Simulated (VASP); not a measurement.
A run of VASP 6.6.1 is set up as follows.

Contents of INCAR:

```
SYSTEM = SiO2
ALGO = Normal
EDIFF = 1E-6
ENCUT = 520
GGA = PE
ISIF = 2
ISMEAR = 0
LASPH = .True.
LCHARG = .False.
LREAL = .False.
LWAVE = .False.
NBANDS = 34
NELM = 60
PREC = Accurate
SIGMA = 0.05
```

The input KPOINTS:

```
k-points
0
Gamma
  6 6 4
  0 0 0
```

POSCAR

```
SiO2
1.0
    5.5132877432      0.0000000000      0.0000000000
   -2.7566438716      4.7746472440      0.0000000000
    0.0000000000      0.0000000000      5.3612984877
Si O
3 6
Direct
    0.5000000000      0.0000000000      0.0000000000
    0.5000000000      0.5000000000      0.3333333333
    0.0000000000      0.5000000000      0.6666666667
    0.4159266453      0.2079633227      0.1666666667
    0.2079633227      0.4159266453      0.5000000000
    0.7920366773      0.2079633227      0.8333333333
    0.5840733547      0.7920366773      0.1666666667
    0.7920366773      0.5840733547      0.5000000000
    0.2079633227      0.7920366773      0.8333333333
```

Potentials or basis: VASP PAW PBE potentials, release 64 (Si, O).

The run is started by

```bash
$ cat potpaw_PBE.64/Si/POTCAR potpaw_PBE.64/O/POTCAR > POTCAR
$ mpirun -np 1 vasp_std > vasp.out
```

Problem. Predict the band gap on the k mesh.

Solution. 4.44 eV (least direct gap 4.82 eV).

Problem. Estimate the pressure.

Solution. -16.2 GPa.

Problem. What does it give for the largest force?

Solution. 0.801 eV/Å.

Stress tensor (GPa, compression positive):
```
-19.16   0.00   0.00
  0.00 -19.16   0.00
  0.00   0.00 -10.30
```

Caveat: the cell differs from its parent crystal (strain +0.080 along x and y, -0.040 along z); the cell stands under tension. A k mesh can miss the band edges.
